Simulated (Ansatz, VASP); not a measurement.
One calculation of Ti, two programs

INCAR

```
PREC = Accurate
ENCUT = 520
EDIFF = 1E-7
ISMEAR = 0
SIGMA = 0.15
LREAL = False
LASPH = True
NELM = 80
ALGO = Fast
ISIF = 2
LWAVE = False
LCHARG = True
GGA = PS
LELF = True
LVHAR = True
NBANDS = 19
```

KPOINTS

```
Automatic mesh
0
Gamma
  18 18 10
```

Contents of POSCAR:

```
Ti
1.0
    2.9499978604      0.0000000000      0.0000000000
   -1.4749989302      2.5547730882      0.0000000000
    0.0000000000      0.0000000000      4.6860000000
Ti
2
Direct
    0.2892981114      0.5785962227      0.2019846351
    0.6666666667      0.3333333333      0.7500000000
```

Input for Ansatz:

```yaml
crystal:
  lattice:
    - [2.9499978604, 0.0, 0.0]
    - [-1.4749989302, 2.5547730882, 0.0]
    - [0.0, 0.0, 4.686]
  atoms:
    - { symbol: Ti, position: [0.2892981114, 0.5785962227, 0.2019846351] }
    - { symbol: Ti, position: [0.6666666667, 0.3333333333, 0.75] }
basis:
  ecutwfc: 420
kpoints:
  mp_grid: { grid: [18, 18, 10] }
hamiltonian:
  xc: pbesol
scf:
  occupations: { method: gaussian, width: 0.15 }
output:
  forces: true
  stress: true
  eigenvalues: true
```

Alike in both runs: task single point; functional PBEsol; k mesh 18 × 18 × 10; occupations gaussian, width 0.15 eV; no spin polarisation.

```csv
,VASP,Ansatz
version,VASP 6.6.1,Ansatz 0.2.0
potentials or method,"VASP PAW PBE potentials, release 64 (Ti_sv), cutoff 520 eV","scalar-relativistic, plane waves, PAW"
valence electrons in the cell,24,24
```

```csv
,VASP,Ansatz,Ansatz less VASP
gap on the k mesh at the Fermi level (eV),none,none,-
pressure (GPa),-4.1,-3.9,+0.21
"traceless stress, the component that is largest in VASP (GPa)",-3.43,-3.45,-0.020
rms of the force components (eV/Å),0.531,0.534,+0.0025
```

VASP's potentials were made for PBE, not for PBEsol. Atom by atom the forces differ by 0.003 eV/Å (rms over components). A gap of «none» marks a metal or a gap that the smearing closes.
